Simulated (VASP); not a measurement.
# CuO (P4_2/mmc) in VASP: relaxation of cell and atoms with PBE

Aim: the relaxation of cell and atoms of CuO with PBE.

Everything below comes from runs of VASP 6.6.1. Logs are shortened: lines on timing, memory, paths and dates and some standing lists are left out, and cuts for length are marked.

## (1) The cell of the first run

It takes space group P4_2/mmc (No. 131, tetragonal). The conventional cell has a = 2.946 Å, b = 2.946 Å, c = 5.157 Å, α = 90.00°, β = 90.00°, γ = 90.00°. Within 2.6 Å of Cu (site symmetry mmm) lie 4 O at 1.96 Å. Within 2.6 Å of O (site symmetry -4m2) lie 4 Cu at 1.96 Å and 2 O at 2.58 Å.

## (2) Relaxation of cell and atoms, PBE

Contents of INCAR:

```
  PREC = Accurate
  ENCUT = 600
  EDIFF = 1E-6
  ISMEAR = 0
  SIGMA = 0.1
  LREAL = F
  LASPH = T
  NELM = 100
  ALGO = Fast
  ISIF = 3
  LWAVE = F
  LCHARG = F
  GGA = PE
  IBRION = 2
  NSW = 100
  EDIFFG = -0.01
```

Contents of KPOINTS:

```
regular mesh
0
Gamma
  16 16 10
```

Contents of POSCAR:

```
CuO
1.0
    2.9455348907      0.0000000000      0.0000000000
    0.0000000000      2.9455348907      0.0000000000
    0.0000000000      0.0000000000      5.1567087263
Cu O
2 2
Direct
    0.5000000000      0.0000000000      0.5000000000
    0.0000000000      0.5000000000      0.0000000000
    0.0000000000      0.0000000000      0.2500000000
    0.0000000000      0.0000000000      0.7500000000
```

Potentials or basis: VASP PAW PBE potentials, release 64 (Cu, O).

The run is started by

```console
$ cat potpaw_PBE.64/Cu/POTCAR potpaw_PBE.64/O/POTCAR > POTCAR
$ mpirun -np 1 vasp_std > vasp.out
```

OUTCAR:

```text
PREC = Accurate
   ENCUT = 600
   EDIFF = 1E-6
   ISMEAR = 0
   LREAL = F
   LASPH = T
   NELM = 100
   ISIF = 3
   GGA = PE
   IBRION = 2
   NSW = 100
   EDIFFG = -0.01

 ion  position               nearest neighbor table
   1  0.500  0.000  0.500-   3 1.96   4 1.96   3 1.96   4 1.96
   2  0.000  0.500  0.000-   3 1.96   4 1.96   3 1.96   4 1.96
   3  0.000  0.000  0.250-   1 1.96   2 1.96   2 1.96   1 1.96
   4  0.000  0.000  0.750-   1 1.96   2 1.96   2 1.96   1 1.96

  LATTYP: Found a simple tetragonal cell.
 ALAT       =     2.9455348907
 C/A-ratio  =     1.7506866894

  Lattice vectors:

 A1 = (   2.9455348907,   0.0000000000,   0.0000000000)
 A2 = (   0.0000000000,   2.9455348907,   0.0000000000)
 A3 = (   0.0000000000,   0.0000000000,   5.1567087263)

Analysis of symmetry for initial positions (statically):
=====================================================================
 Subroutine PRICEL returns:
 Original cell was already a primitive cell.

 Routine SETGRP: Setting up the symmetry group for a
 simple tetragonal supercell.

 Subroutine GETGRP returns: Found 16 space group operations
 (whereof  8 operations were pure point group operations)
 out of a pool of 16 trial point group operations.

The static configuration has the point symmetry D_2h.
 The point group associated with its full space group is D_4h.

Analysis of symmetry for dynamics (positions and initial velocities):
=====================================================================
 Subroutine PRICEL returns:
 Original cell was already a primitive cell.

 Routine SETGRP: Setting up the symmetry group for a
 simple tetragonal supercell.

 Subroutine GETGRP returns: Found 16 space group operations
 (whereof  8 operations were pure point group operations)
 out of a pool of 16 trial point group operations.

The dynamic configuration has the point symmetry D_2h.
 The point group associated with its full space group is D_4h.

 Subroutine INISYM returns: Found 16 space group operations
 (whereof  8 operations are pure point group operations),
 and found     1 'primitive' translations

----------------------------------------------------------------------------------------

                                     Primitive cell

  volume of cell :      44.7405

[... 99 lines left out ...]
   ISYM   =      2    0-nonsym 1-usesym 2-fastsym
   POTIM  = 0.5000    time-step for ionic-motion
   TEBEG  =    0.0;   TEEND  =   0.0 temperature during run
   PSTRESS=    0.0 pullay stress
   NELECT =      34.0000    total number of electrons
   NUPDOWN=      -1.0000    fix difference up-down
   EMIN   =  10.00;   EMAX   =-10.00  energy-range for DOS
   EFERMI =   0.00;   METHOD = LEGACY
   ISMEAR =     0;   SIGMA  =   0.10  broadening in eV -4-tet -1-fermi 0-gaus
   EFERMI_NEDOS =   21; number of points for ismear=-14 and -15
   IALGO  =     68    algorithm
   IMIX   =      4    mixing-type and parameters
     AMIX     =   0.40;   BMIX     =  1.00
     AMIX_MAG =   1.60;   BMIX_MAG =  1.00
  volume/ion in A,a.u.               =      11.19        75.48
  Fermi-wavevector in a.u.,A,eV,Ry     =   1.493943  2.823144 30.366394  2.231867
  Thomas-Fermi vector in A             =   2.606279
   LORBIT       =      0    0 simple, 1 ext, 2 COOP (PROOUT), +10 PAW based schemes
   GGA     = PE    functional components
   LHFCALC =     F    Hartree Fock is set to
   AEXX    =    0.0000 exact exchange contribution
   IVDW    =     0    specifies the selected vdW correction
   LEPSILON=     F    determine dielectric tensor
   LRPA    =     F    only Hartree local field effects (RPA)
 conjugate gradient relaxation of ions
 non-spin polarized calculation
 RMM-DIIS sequential band-by-band and
 Gauss-broadening in eV      SIGMA  =   0.10
  energy-cutoff  :      600.00
  volume of cell :       44.74
 maximum number of plane-waves:      1536
 NGX is ok and might be reduce to    24
   NGX = 11   NGY = 11   NGZ = 21

--------------------------------------- Ionic step        1  -------------------------------------------

 number of electron      34.0000002 magnetization

 Free energy of the ion-electron system (eV)
  ---------------------------------------------------
  ext. energy  EPLUGINS =         0.00000000
  ---------------------------------------------------
  free energy    TOTEN  =       -19.74142238 eV

  energy without entropy =      -19.73048839  energy(sigma->0) =      -19.73595539

------------------------ aborting loop because EDIFF is reached ----------------------------------------

  FORCE on cell =-STRESS in cart. coord.  units (eV):
  Direction    XX          YY          ZZ          XY          YZ          ZX
  --------------------------------------------------------------------------------------
  -------------------------------------------------------------------------------------
  Total        0.2013640      0.2013640      0.2281262      0.0000000      0.0000000      0.0000000
  in kB        7.2109319      7.2109319      8.1693008      0.0000000      0.0000000      0.0000000
  external PRESSURE =       7.5303882 kB  Pullay stress =       0.0000000 kB
[... 253 lines left out ...]
--------------------------------------- Ionic step        8  -------------------------------------------

 number of electron      34.0000008 magnetization

 Free energy of the ion-electron system (eV)
  ---------------------------------------------------
  ext. energy  EPLUGINS =         0.00000000
  ---------------------------------------------------
  free energy    TOTEN  =       -19.74179912 eV

  energy without entropy =      -19.73086029  energy(sigma->0) =      -19.73632970

 E-fermi :   4.7373     XC(G=0): -11.2434

 val. band max:        4.7319851952   @ k =   0.2500   0.2500   0.3000
 cond. band min:       4.7379598548   @ k =   0.3750   0.0625   0.1000
 fundamental gap:      0.0059746595
 Fermi energy:         4.7373397766

 k-point     1 :       0.0000    0.0000    0.0000
  band No.  band energies     occupation
      1     -14.9552      2.00000
      2     -13.6767      2.00000
      3      -3.2420      2.00000
      4      -0.6065      2.00000
      5      -0.6065      2.00000
      6       1.0699      2.00000
[... 565 lines left out ...]
     20      10.2605      0.00000
     21      11.7207      0.00000

 [... further k-points ...]

------------------------ aborting loop because EDIFF is reached ----------------------------------------

  FORCE on cell =-STRESS in cart. coord.  units (eV):
  Direction    XX          YY          ZZ          XY          YZ          ZX
  --------------------------------------------------------------------------------------
  -------------------------------------------------------------------------------------
  Total        0.0238718      0.0238718     -0.0134478      0.0000000      0.0000000      0.0000000
  in kB        0.8517171      0.8517171     -0.4798006      0.0000000      0.0000000      0.0000000
  external PRESSURE =       0.4078779 kB  Pullay stress =       0.0000000 kB
[... 19 lines left out ...]
  FREE ENERGIE OF THE ION-ELECTRON SYSTEM (eV)
  ---------------------------------------------------
  free  energy   TOTEN  =       -19.7417991169 eV

  energy  without entropy=      -19.7308602919  energy(sigma->0) =      -19.73632970

 reached required accuracy - stopping structural energy minimisation
```

Wall time 25 min (1 thread of Oxide Virtual Turin-like, shared host); peak memory 0.35 GiB.

What came out:

```yaml
Free_energy: -19.7418 eV
Relaxed_volume: 11.23 Å³/atom
Relaxed_cell: a = 2.949 Å, b = 2.949 Å, c = 5.164 Å, α = 90.00°, β = 90.00°, γ = 90.00°
Space_group_after_relaxing_to_0.1_Å: P4_2/mmc (No. 131)
Energy_gained_by_relaxing: 0.1 meV/atom
Ionic_steps: 8
Pressure_after_relaxing: 0.0 GPa
Band_gap_on_the_k_mesh: zero (bands 17 and 18 overlap by 1.18 eV)
```

Stress tensor (GPa, compression positive):
```
 0.09  0.00  0.00
 0.00  0.09  0.00
 0.00  0.00 -0.05
```

Step by step:
```
step  energy change (eV)  largest force (eV/Å)  pressure (GPa)  volume (Å³)
   1              0.0000                0.0000            0.75        44.74
   2             -0.0002                0.0000           -0.57        45.08
   3             -0.0004                0.0000           -0.08        44.93
   4             -0.0004                0.0000           -0.17        44.91
   5             -0.0003                0.0000            0.45        44.83
   6             -0.0004                0.0000            0.19        44.89
   7             -0.0004                0.0000            0.28        44.90
   8             -0.0004                0.0000            0.04        44.91
```

Final structure:
```
CELL_PARAMETERS angstrom
2.94900 0.00000 0.00000
0.00000 2.94900 0.00000
0.00000 0.00000 5.16358
ATOMIC_POSITIONS crystal
Cu 0.50000 0.00000 0.50000
Cu 0.00000 0.50000 0.00000
O 0.00000 0.00000 0.25000
O 0.00000 0.00000 0.75000
```

Caveat: semilocal functionals often make such compounds metallic where correlation or magnetic order opens a gap, which also shifts bond lengths. With open d or f shells a metallic result of PBE can be an artefact of self-interaction; +U or a hybrid may open a gap.
